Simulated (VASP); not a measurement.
# Zn2SnN3 (R-3m) in VASP: further runs

Runs on Zn2SnN3. Level: PBE. Tasks: single point.

Program: VASP 6.6.1. These are calculated values, not measurements. Logs are shortened: lines on timing, memory, paths and dates and some standing lists are left out, and cuts for length are marked.

### Step 1. The cell of the first run

Symmetry: R-3m, No. 166, trigonal system. Conventional cell: a = 5.161 Å, b = 5.161 Å, c = 12.292 Å, α = 90.00°, β = 90.00°, γ = 120.00°. Within 2.0 Å of Zn (site symmetry 3m) lie 1 N at 1.52 Å. Within 3.1 Å of Sn (site symmetry -3m) lie 2 N at 2.37 Å and 6 Zn at 3.03 Å. N (site symmetry 3m) has 1 Zn at 2.26 Å and 1 Sn at 2.37 Å and 3 N at 3.00 Å within 3.0 Å. N (site symmetry -3m) has 2 Zn at 1.52 Å within 2.0 Å.

### Step 2. Single point, PBE

Input file INCAR:

```
SYSTEM = Zn2SnN3
PREC     = Accurate       ! precision mode
ENCUT    = 520            ! plane-wave cutoff, eV
EDIFF    = 1E-7           ! SCF threshold, eV
ISMEAR   = 0              ! smearing method
SIGMA    = 0.1            ! smearing width, eV
LREAL    = .FALSE.        ! projectors in reciprocal space
LASPH    = .TRUE.         ! aspherical terms in the spheres
NELM     = 100            ! most SCF steps
ALGO     = Normal         ! electronic algorithm
ISIF     = 2              ! what is computed and relaxed
LWAVE    = .FALSE.        ! write WAVECAR
LCHARG   = .TRUE.         ! write CHGCAR
GGA      = PE             ! functional
LELF     = .TRUE.         ! ELF
LVHAR    = .TRUE.       
NBANDS   = 36             ! bands
```

Input file KPOINTS:

```
regular mesh
0
G
  6 6 6
  0 0 0
```

Input file POSCAR:

```
Zn2SnN3
1.0
    2.5803106500      1.4897430500      4.0974077400
   -2.5803106500      1.4897430500      4.0974077400
    0.0000000000     -2.9794860900      4.0974077400
Zn Sn N
2 1 3
Direct
    0.3765683900      0.3765683900      0.3765683900
    0.6234316100      0.6234316100      0.6234316100
    0.0000000000      0.0000000000      0.0000000000
    0.8070374700      0.8070374700      0.8070374700
    0.1929625300      0.1929625300      0.1929625300
    0.5000000000      0.5000000000      0.5000000000
```

Potentials or basis: VASP PAW PBE potentials, release 64 (Zn, Sn_d, N).

Started as:

```console
$ cat potpaw_PBE.64/Zn/POTCAR potpaw_PBE.64/Sn_d/POTCAR potpaw_PBE.64/N/POTCAR > POTCAR
$ mpirun -np 1 vasp_std > vasp.out
```

OUTCAR:

```text
SYSTEM = Zn2SnN3
   PREC = Accurate
   ENCUT = 520
   EDIFF = 1E-7
   ISMEAR = 0
   LREAL = .FALSE.
   LASPH = .TRUE.
   NELM = 100
   ISIF = 2
   GGA = PE

 ion  position               nearest neighbor table
   1  0.377  0.377  0.377-   6 1.52   5 2.26   3 3.03   3 3.03   3 3.03   2 3.03
   2  0.623  0.623  0.623-   6 1.52   4 2.26   3 3.03   3 3.03   3 3.03   1 3.03
   3  0.000  0.000  0.000-   4 2.37   5 2.37   2 3.03   1 3.03   2 3.03   2 3.03   1 3.03   1 3.03

   4  0.807  0.807  0.807-   2 2.26   3 2.37
   5  0.193  0.193  0.193-   1 2.26   3 2.37
   6  0.500  0.500  0.500-   1 1.52   2 1.52

  LATTYP: Found a trigonal (rhomboedric) cell.
 ALAT       =     5.0661709005
 COS(alpha) =     0.4811828623

  Lattice vectors:

 A1 = (   2.5803106500,   1.4897430500,   4.0974077400)
 A2 = (  -2.5803106500,   1.4897430500,   4.0974077400)
 A3 = (   0.0000000000,  -2.9794860900,   4.0974077400)

Analysis of symmetry for initial positions (statically):
=====================================================================
 Subroutine PRICEL returns:
 Original cell was already a primitive cell.

 Routine SETGRP: Setting up the symmetry group for a
 trigonal (rhombohedral) supercell.

 Subroutine GETGRP returns: Found 12 space group operations
 (whereof 12 operations were pure point group operations)
 out of a pool of 12 trial point group operations.

The static configuration has the point symmetry D_3d.

Analysis of symmetry for dynamics (positions and initial velocities):
=====================================================================
 Subroutine PRICEL returns:
 Original cell was already a primitive cell.

 Routine SETGRP: Setting up the symmetry group for a
 trigonal (rhombohedral) supercell.

 Subroutine GETGRP returns: Found 12 space group operations
 (whereof 12 operations were pure point group operations)
 out of a pool of 12 trial point group operations.

The dynamic configuration has the point symmetry D_3d.

 Subroutine INISYM returns: Found 12 space group operations
 (whereof 12 operations are pure point group operations),
 and found     1 'primitive' translations

----------------------------------------------------------------------------------------

                                     Primitive cell

  volume of cell :      94.5026

  direct lattice vectors                    reciprocal lattice vectors
     2.580310650  1.489743050  4.097407740     0.193775118  0.111876117  0.081352249
    -2.580310650  1.489743050  4.097407740    -0.193775118  0.111876117  0.081352249
     0.000000000 -2.979486090  4.097407740     0.000000000 -0.223752233  0.081352249

  length of vectors
     5.066170901  5.066170901  5.066170896     0.238082444  0.238082444  0.238082444

  position of ions in fractional coordinates (direct lattice)
     0.376568390  0.376568390  0.376568390
     0.623431610  0.623431610  0.623431610
     0.000000000  0.000000000  0.000000000
     0.807037470  0.807037470  0.807037470
     0.192962530  0.192962530  0.192962530
     0.500000000  0.500000000  0.500000000

  ion indices of the primitive-cell ions
   primitive index   ion index
                 1           1
                 2           2
                 3           3
                 4           4
                 5           5
                 6           6

----------------------------------------------------------------------------------------

 KPOINTS: regular mesh

Automatic generation of k-mesh.
 Grid dimensions read from file:
 generate k-points for:    6    6    6

 Generating k-lattice:

  Cartesian coordinates                     Fractional coordinates (reciprocal lattice)
     0.032295853  0.018646019  0.013558708     0.166666667 -0.000000000  0.000000000
    -0.032295853  0.018646019  0.013558708    -0.000000000  0.166666667  0.000000000
     0.000000000 -0.037292039  0.013558708     0.000000000  0.000000000  0.166666667

  Length of vectors
     0.039680407  0.039680407  0.039680407

  Shift w.r.t. Gamma in fractional coordinates (k-lattice)
     0.000000000  0.000000000  0.000000000

 Subroutine IBZKPT returns following result:
 ===========================================

 Found     32 irreducible k-points:

 Following reciprocal coordinates:
            Coordinates               Weight
  0.000000  0.000000  0.000000      1.000000
  0.166667  0.000000 -0.000000      6.000000
  0.333333  0.000000 -0.000000      6.000000
  0.500000  0.000000 -0.000000      3.000000
  0.166667  0.166667 -0.000000      6.000000
  0.333333  0.166667  0.000000     12.000000
[... 16 lines left out ...]
  0.500000  0.500000  0.166667      6.000000
 -0.333333  0.500000  0.166667     12.000000
 [... further k-points ...]
   k-points           NKPTS =     32   k-points in BZ     NKDIM =     32   number of bands    NBANDS=     36
   number of dos      NEDOS =    301   number of ions     NIONS =      6
   total plane-waves  NPLWV =  64000
   dimension x,y,z NGX =    40 NGY =   40 NGZ =   40
   dimension x,y,z NGXF=    80 NGYF=   80 NGZF=   80
   ions per type =               2   1   3
   NGX,Y,Z   is equivalent  to a cutoff of  13.13, 13.13, 13.13 a.u.
   NGXF,Y,Z  is equivalent  to a cutoff of  26.25, 26.25, 26.25 a.u.
 SYSTEM =  Zn2SnN3
   PREC   = accura    normal or accurate (medium, high low for compatibility)
   ISTART =      0    job   : 0-new  1-cont  2-samecut
   ICHARG =      2    charge: 1-file 2-atom 10-const
   ISPIN  =      1    spin polarized calculation?
   LNONCOLLINEAR =      F non collinear calculations
   LSORBIT =      F    spin-orbit coupling
   LASPH  =      T    aspherical Exc in radial PAW
   ENCUT  =  520.0 eV  38.22 Ry    6.18 a.u.   9.42  9.42  9.42*2*pi/ulx,y,z
   NELM   =    100;   NELMIN=  2; NELMDL= -5     # of ELM steps
   EDIFF  = 0.1E-06   stopping-criterion for ELM
   LREAL  =      F    real-space projection
   EDIFFG = 0.1E-05   stopping-criterion for IOM
   NSW    =      0    number of steps for IOM
   IBRION =     -1    ionic relax: 0-MD 1-quasi-New 2-CG
   NFREE  =      0    steps in history (QN), initial steepest desc. (CG)
   ISIF   =      2    stress and relaxation
   ISYM   =      2    0-nonsym 1-usesym 2-fastsym
   POTIM  = 0.5000    time-step for ionic-motion
   TEBEG  =    0.0;   TEEND  =   0.0 temperature during run
   PSTRESS=    0.0 pullay stress
   NELECT =      53.0000    total number of electrons
   NUPDOWN=      -1.0000    fix difference up-down
   EMIN   =  10.00;   EMAX   =-10.00  energy-range for DOS
   EFERMI =   0.00;   METHOD = LEGACY
   ISMEAR =     0;   SIGMA  =   0.10  broadening in eV -4-tet -1-fermi 0-gaus
   EFERMI_NEDOS =   21; number of points for ismear=-14 and -15
   IALGO  =     38    algorithm
   IMIX   =      4    mixing-type and parameters
     AMIX     =   0.40;   BMIX     =  1.00
     AMIX_MAG =   1.60;   BMIX_MAG =  1.00
  volume/ion in A,a.u.               =      15.75       106.29
  Fermi-wavevector in a.u.,A,eV,Ry     =   1.350057  2.551238 24.798721  1.822655
  Thomas-Fermi vector in A             =   2.477593
   LORBIT       =      0    0 simple, 1 ext, 2 COOP (PROOUT), +10 PAW based schemes
   GGA     = PE    functional components
   LHFCALC =     F    Hartree Fock is set to
   AEXX    =    0.0000 exact exchange contribution
   IVDW    =     0    specifies the selected vdW correction
   LEPSILON=     F    determine dielectric tensor
   LRPA    =     F    only Hartree local field effects (RPA)
 non-spin polarized calculation
 Gauss-broadening in eV      SIGMA  =   0.10
  energy-cutoff  :      520.00
  volume of cell :       94.50
 maximum number of plane-waves:      2586
 NGX is ok and might be reduce to    40
   NGX = 19   NGY = 19   NGZ = 19

 number of electron      53.0000009 magnetization

 Free energy of the ion-electron system (eV)
  ---------------------------------------------------
  ext. energy  EPLUGINS =         0.00000000
  ---------------------------------------------------
  free energy    TOTEN  =       -17.39065811 eV

  energy without entropy =      -17.35741305  energy(sigma->0) =      -17.37403558

 E-fermi :   2.9932     XC(G=0): -10.3457

 val. band max:        2.9883891205   @ k =   0.3333   0.1667   0.0000
 cond. band min:       3.0008045456   @ k =  -0.3333  -0.3333   0.1667
 fundamental gap:      0.0124154251
 Fermi energy:         2.9931559462

 k-point     1 :       0.0000    0.0000    0.0000
  band No.  band energies     occupation
      1     -18.4603      2.00000
      2     -18.4603      2.00000
      3     -18.3431      2.00000
      4     -18.3233      2.00000
      5     -18.3233      2.00000
      6     -12.6798      2.00000
[... 28 lines left out ...]
     35      11.5176      0.00000
     36      14.1888      0.00000

 k-point     2 :       0.1667    0.0000   -0.0000
  band No.  band energies     occupation
      1     -18.4605      2.00000
      2     -18.4599      2.00000
      3     -18.3429      2.00000
      4     -18.3234      2.00000
      5     -18.3231      2.00000
      6     -12.6456      2.00000
[... 28 lines left out ...]
     35      11.5511      0.00000
     36      13.5682      0.00000

 k-point     3 :       0.3333    0.0000   -0.0000
  band No.  band energies     occupation
      1     -18.4609      2.00000
      2     -18.4592      2.00000
      3     -18.3425      2.00000
      4     -18.3236      2.00000
      5     -18.3226      2.00000
      6     -12.5751      2.00000
[... 28 lines left out ...]
     35      11.8217      0.00000
     36      12.7372      0.00000
[... 742 lines left out ...]
 k-point    23 :       0.5000    0.5000    0.1667
  band No.  band energies     occupation
      1     -18.4613      2.00000
      2     -18.4592      2.00000
      3     -18.3428      2.00000
      4     -18.3232      2.00000
      5     -18.3213      2.00000
      6     -12.4870      2.00000
[... 28 lines left out ...]
     35      11.5388      0.00000
     36      11.8340      0.00000

 k-point    24 :      -0.3333    0.5000    0.1667
  band No.  band energies     occupation
      1     -18.4611      2.00000
      2     -18.4592      2.00000
      3     -18.3424      2.00000
      4     -18.3234      2.00000
      5     -18.3217      2.00000
      6     -12.4846      2.00000
[... 28 lines left out ...]
     35      11.0826      0.00000
     36      11.7922      0.00000

 [... further k-points ...]
[... 5 lines left out ...]
  --------------------------------------------------------------------------------------
  -------------------------------------------------------------------------------------
  Total        0.0926389      0.0926389     21.8541660      0.0000000      0.0000000      0.0000000
  in kB        1.5705803      1.5705803    370.5109304      0.0000000      0.0000003      0.0000000
  external PRESSURE =     124.5506970 kB  Pullay stress =       0.0000000 kB

 VOLUME and BASIS-vectors are now :
 -----------------------------------------------------------------------------
  energy-cutoff  :      520.00
  volume of cell :       94.50
      direct lattice vectors                 reciprocal lattice vectors
     2.580310650  1.489743050  4.097407740     0.193775118  0.111876117  0.081352249
    -2.580310650  1.489743050  4.097407740    -0.193775118  0.111876117  0.081352249
     0.000000000 -2.979486090  4.097407740     0.000000000 -0.223752233  0.081352249

 POSITION                                       TOTAL-FORCE (eV/Angst)
 -----------------------------------------------------------------------------------
      0.00000      0.00000      4.62886         0.000000     -0.000000    -13.641323
      0.00000      0.00000      7.66336         0.000000      0.000000     13.641323
      0.00000      0.00000      0.00000         0.000000      0.000000      0.000000
      0.00000      0.00000      9.92028         0.000000     -0.000000     -2.223838
      0.00000      0.00000      2.37194         0.000000      0.000000      2.223838
      0.00000      0.00000      6.14611         0.000000      0.000000      0.000000
 -----------------------------------------------------------------------------------
    total drift:                                0.000000     -0.000000      0.000000

  FREE ENERGIE OF THE ION-ELECTRON SYSTEM (eV)
  ---------------------------------------------------
  free  energy   TOTEN  =       -17.3906581119 eV

  energy  without entropy=      -17.3574130510  energy(sigma->0) =      -17.37403558
```

Wall time 2.4 min (1 thread of AMD EPYC 7R43 (Zen 3), shared host); peak memory 0.25 GiB.

Results:

| Item | Value |
| --- | --- |
| Free energy | -17.3907 eV |
| Pressure | 12.5 GPa |
| Largest force | 13.641 eV/Å |

Forces on the atoms (eV/Å):
```
Zn    0.000   0.000 -13.641
Zn    0.000   0.000  13.641
Sn    0.000   0.000   0.000
N     0.000   0.000  -2.224
N     0.000   0.000   2.224
N     0.000   0.000   0.000
```

Caveat: spin-orbit coupling is left out, which moves the levels of the heavy elements; forces of over 1 eV/Å act on the atoms, so gaps and moduli don't describe the material at rest.

### Step 3. Single point, PBE

This run uses another cell than the first one, of 24.73 Å³/atom, 1.570 times its volume.

Input file INCAR:

```
PREC = Accurate
ENCUT = 520
EDIFF = 1E-7
ISMEAR = 0
SIGMA = 0.1
LREAL = False
LASPH = True
NELM = 100
ALGO = Normal
ISIF = 2
LWAVE = False
LCHARG = False
GGA = PE
NBANDS = 36
```

Input file KPOINTS:

```
Automatic mesh
0
Gamma
  6 6 6
```

Input file POSCAR:

```
Zn2SnN3
1.0
    3.4656359913      2.0008858739      3.5658098903
   -3.4656359913      2.0008858739      3.5658098903
    0.0000000000     -4.0017717435      3.5658098927
Zn Sn N
2 1 3
Direct
    0.3372802805      0.3372802805      0.3372802805
    0.6627197195      0.6627197195      0.6627197195
    0.0000000000      0.0000000000      0.0000000000
    0.8272756513      0.8272756513      0.8272756513
    0.1727243487      0.1727243487      0.1727243487
    0.5000000000      0.5000000000      0.5000000000
```

Potentials or basis: VASP PAW PBE potentials, release 64 (Zn, Sn_d, N).

Started as:

```console
$ cat potpaw_PBE.64/Zn/POTCAR potpaw_PBE.64/Sn_d/POTCAR potpaw_PBE.64/N/POTCAR > POTCAR
$ mpirun -np 1 vasp_std > vasp.out
```

Run time: 3 min. Hardware: 1 thread of AMD EPYC 7R43 (Zen 3), shared host; peak memory 0.28 GiB.

Results (log left out):

| Item | Value |
| --- | --- |
| Free energy | -22.8560 eV |
| Pressure | 0.4 GPa |
| Largest force | 0.248 eV/Å |

Forces in eV/Å, atoms in the order of the input:
```
Zn   0.000  0.000 -0.014
Zn   0.000  0.000  0.014
Sn   0.000  0.000  0.000
N    0.000  0.000  0.248
N    0.000  0.000 -0.248
N    0.000  0.000  0.000
```

Stress tensor (GPa, compression positive):
```
0.20 0.00 0.00
0.00 0.20 0.00
0.00 0.00 0.74
```

Levels at points of the mesh, in eV from the Fermi level:
```csv
k point,band 23,band 24,band 25,band 26,band 27,band 28,band 29,band 30,band 31,band 32
"(0.00, 0.00, 0.00)",-1.66,-1.20,-1.20,-0.55,-0.55,-0.24,2.51,2.51,4.24,4.24
"(0.50, 0.00, 0.00)",-1.61,-1.55,-1.14,-0.33,0.10,1.42,1.43,2.62,4.80,6.17
"(0.50, 0.50, 0.00)",-1.80,-1.11,-0.65,-0.51,-0.11,1.43,2.62,3.42,3.74,5.82
"(0.50, 0.50, 0.50)",-2.40,-1.63,-1.63,0.27,0.27,2.27,3.32,3.32,5.09,5.09
```

Caveat: spin-orbit coupling is left out, which moves the levels of the heavy elements.

(Continued in part 2 of 2.)
